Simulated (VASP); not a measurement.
# Al (P6_3/mmc) in VASP: notebook, part 2 of 2

VASP 6.6.1.

## Step 5: Single point, PBEsol+D3(BJ)

This run uses another cell than the first one, of 14.01 Å³/atom, 1.038 times its volume.

INCAR

```
ALGO = Normal ; EDIFF = 1E-6
ENCUT = 520 ; GGA = PS
ISIF = 2 ; ISMEAR = 0
IVDW = 12 ; LASPH = T
LCHARG = F ; LREAL = F
LWAVE = F ; NBANDS = 14
NELM = 80 ; PREC = Accurate
SIGMA = 0.15
```

KPOINTS

```
k-points
0
Gamma
  18 18 6
```

POSCAR

```
Al
1.0
    2.9968000000      0.0000000000      0.0000000000
   -1.4984000000      2.5953049301      0.0000000000
    0.0000000000      0.0000000000      7.2065000000
Al
4
Direct
    0.0000000000      0.0000000000      0.0000000000
    0.3333333333      0.6666666667      0.2500000000
    0.0000000000      0.0000000000      0.5000000000
    0.6666666667      0.3333333333      0.7500000000
```

Potentials or basis: VASP PAW PBE potentials, release 64 (Al).

The run is started by

```sh
$ cat potpaw_PBE.64/Al/POTCAR > POTCAR
$ mpirun -np 1 vasp_std > vasp.out
```

OUTCAR:

```text
EDIFF = 1E-6
   ENCUT = 520
   GGA = PS
   ISIF = 2
   ISMEAR = 0
   IVDW = 12
   LASPH = T
   LREAL = F
   NELM = 80
   PREC = Accurate
 IVDW          = 12

 ion  position               nearest neighbor table
   1  0.000  0.000  0.000-   2 2.50   4 2.50   4 2.50   2 2.50   4 2.50   2 2.50
   2  0.333  0.667  0.250-   1 2.50   3 2.50   1 2.50   3 2.50   1 2.50   3 2.50
   3  0.000  0.000  0.500-   2 2.50   4 2.50   4 2.50   2 2.50   4 2.50   2 2.50
   4  0.667  0.333  0.750-   1 2.50   3 2.50   1 2.50   3 2.50   1 2.50   3 2.50

  LATTYP: Found a hexagonal cell.
 ALAT       =     2.9968000000
 C/A-ratio  =     2.4047317138

  Lattice vectors:

 A1 = (   2.9968000000,   0.0000000000,   0.0000000000)
 A2 = (  -1.4984000000,   2.5953049301,   0.0000000000)
 A3 = (   0.0000000000,   0.0000000000,   7.2065000000)

Analysis of symmetry for initial positions (statically):
=====================================================================
 Subroutine PRICEL returns:
 Original cell was already a primitive cell.

 Routine SETGRP: Setting up the symmetry group for a
 hexagonal supercell.
[... 191 lines left out ...]
      9      17.2342      0.00000
     10      18.8133      0.00000
     11      18.8133      0.00000
     12      19.2046      0.00000
     13      19.2603      0.00000
     14      19.2673      0.00000
[... 377 lines left out ...]
      1       1.8577      2.00000
      2       4.1747      2.00000
      3       4.4673      2.00000
      4       4.5576      2.00000
      5       6.8913      2.00000
      6       6.9907      2.00000
      7       9.7652      0.20695
      8      11.2833      0.00000
      9      12.4152      0.00000
     10      12.4524      0.00000
     11      13.7669      0.00000
     12      14.1851      0.00000
     13      15.8788      0.00000
     14      17.9580      0.00000

 [... further k-points ...]

------------------------ aborting loop because EDIFF is reached ----------------------------------------

 Edisp (eV)   -1.49750

 E8    (eV) :    -1.0082

  FORCE on cell =-STRESS in cart. coord.  units (eV):
  Direction    XX          YY          ZZ          XY          YZ          ZX
  --------------------------------------------------------------------------------------
  -------------------------------------------------------------------------------------
  Total       4.46399     4.46399    16.71033     0.00000    -0.00000    -0.00000
  in kB     127.60357   127.60357   477.66690     0.00000    -0.00000    -0.00000
  external pressure =      244.29 kB  Pullay stress =        0.00 kB

 VOLUME and BASIS-vectors are now :
 -----------------------------------------------------------------------------
  energy-cutoff  :      520.00
  volume of cell :       56.05
      direct lattice vectors                 reciprocal lattice vectors
     2.996800000  0.000000000  0.000000000     0.333689269  0.192655589  0.000000000
    -1.498400000  2.595304930  0.000000000     0.000000000  0.385311178  0.000000000
     0.000000000  0.000000000  7.206500000     0.000000000  0.000000000  0.138763616

 POSITION                                       TOTAL-FORCE (eV/Angst)
 -----------------------------------------------------------------------------------
      0.00000      0.00000      0.00000        -0.000000      0.000000      0.000000
     -0.00000      1.73020      1.80163         0.000000     -0.000000     -0.000000
      0.00000      0.00000      3.60325        -0.000000      0.000000      0.000000
      1.49840      0.86510      5.40488        -0.000000      0.000000      0.000000
 -----------------------------------------------------------------------------------
    total drift:                               -0.000000      0.000000      0.000000

  FREE ENERGIE OF THE ION-ELECTRON SYSTEM (eV)
  ---------------------------------------------------
  free  energy   TOTEN  =       -15.9767222595 eV

  energy  without entropy=      -15.9601868974  energy(sigma->0) =      -15.96845458
```

OSZICAR:

```text
N       E                     dE             d eps       ncg     rms          rms(c)
DAV:   1     0.829093052586E+01    0.82909E+01   -0.42939E+03  4152   0.669E+02
DAV:   2    -0.139189536996E+02   -0.22210E+02   -0.20397E+02  5408   0.948E+01
DAV:   3    -0.146028764514E+02   -0.68392E+00   -0.67769E+00  5408   0.137E+01
DAV:   4    -0.146074076983E+02   -0.45312E-02   -0.45285E-02  4976   0.139E+00
DAV:   5    -0.146074601970E+02   -0.52499E-04   -0.52499E-04  5530   0.153E-01    0.364E+00
DAV:   6    -0.145293414282E+02    0.78119E-01   -0.43671E-03  4794   0.340E-01    0.205E+00
DAV:   7    -0.144798742700E+02    0.49467E-01   -0.10689E-02  4852   0.521E-01    0.308E-01
DAV:   8    -0.144792494892E+02    0.62478E-03   -0.56850E-04  5478   0.122E-01    0.200E-01
DAV:   9    -0.144792236898E+02    0.25799E-04   -0.29521E-05  5232   0.316E-02    0.164E-02
DAV:  10    -0.144792233233E+02    0.36647E-06   -0.11258E-06  3794   0.708E-03
   1 F= -.15976722E+02 E0= -.15968455E+02  d E =-.165354E-01
```

It took 2.4 min on 1 thread of AMD EPYC 7R13, shared host; peak memory 0.21 GiB.

What came out:

| Property | Result |
| --- | --- |
| Free energy | -15.9767 eV |
| Pressure | 24.4 GPa |
| Band gap on the k mesh | zero (band 6 reaches 16.80 eV, above the bottom of band 7 at 7.04 eV) |
| Dispersion energy per atom | -0.374 eV |

Caveat: the PAW data sets were made with another functional, which shifts forces and pressure a little; pairwise dispersion overbinds metals, which lowers pressure and volume.

## Step 6: Overview

| cell | gap on the mesh (eV) | pressure (GPa) |
| --- | --- | --- |
| a = 2.605, b = 2.605, c = 9.192 Å, angles 90.0, 90.0, 120.0°, 4 atoms | none | 19.2 |
| a = 2.735, b = 2.735, c = 8.530 Å, angles 90.0, 90.0, 120.0°, 4 atoms | none | 14.8 |
| a = 2.997, b = 2.997, c = 11.178 Å, angles 90.0, 90.0, 120.0°, 4 atoms | none | -13.0 |
| a = 2.997, b = 2.997, c = 7.207 Å, angles 90.0, 90.0, 120.0°, 4 atoms | none | 24.4 |

Alike in all rows: task single point; level PBEsol+D3(BJ); potentials or basis VASP PAW PBE potentials, release 64 (Al); no spin polarisation; k mesh 18 × 18 × 6; cutoff (eV) 520; smearing gaussian 0.15 eV.

Caveats: the PAW data sets were made with another functional, which shifts forces and pressure a little; pairwise dispersion overbinds metals, which lowers pressure and volume.

Total energies depend on the potentials used, so only differences within one code and one set of settings carry meaning.
